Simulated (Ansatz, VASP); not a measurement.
# Al2GaAs3 in VASP and in Ansatz

```xyz
12
Lattice="4.0540 0.0000 0.0000 0.0000 7.0217 0.0000 0.0000 0.0000 9.9348" Properties=species:S:1:pos:R:3 pbc="T T T"
Al    0.0000    0.0000    0.0036
Al    2.0270    3.5108    0.0036
Al    2.0270    1.1703    3.3121
Al    4.0540    4.6811    3.3121
Ga    0.0000    2.3406    6.6191
Ga    2.0270    5.8514    6.6191
As    0.0000    0.0000    7.4593
As    2.0270    3.5108    7.4593
As    0.0000    2.3406    4.1311
As    2.0270    5.8514    4.1311
As    2.0270    1.1703    0.8282
As    4.0540    4.6811    0.8282
```

Alike in both runs: task single point; functional PBE; k mesh 4 × 2 × 2; occupations gaussian, width 0.1 eV; no spin polarisation.

|  | VASP | Ansatz |
| --- | --- | --- |
| version | VASP 6.6.1 | Ansatz 0.2.0 |
| potentials or method | VASP PAW PBE potentials, release 64 (Al, Ga_d, As), cutoff 520 eV | scalar-relativistic, plane waves, PAW |
| valence electrons in the cell | 68 | 128 |

Ansatz gave:

```
gap on the k mesh at the Fermi level (eV)                     : 0.94
least direct gap on the mesh (eV)                             : 0.94
pressure (GPa)                                                : 0.0
traceless stress, the component that is largest in VASP (GPa) : 0.51
rms of the force components (eV/Å)                            : 0.013
```

**Question.** Estimate VASP's values.

**Answer.** gap on the k mesh at the Fermi level (eV): 0.94; least direct gap on the mesh (eV): 0.94; pressure (GPa): 0.1; traceless stress, the component that is largest in VASP (GPa): 0.51; rms of the force components (eV/Å): 0.014.

Atom by atom the forces differ by 0.001 eV/Å (rms over components). With one functional, cell and mesh, what is left measures potentials, basis and numerics. VASP's potentials hold 68 valence electrons a cell and Ansatz's 128, so a difference there can come from the potentials and not from the codes.

The k mesh is coarse, so the values compare programs but aren't converged.
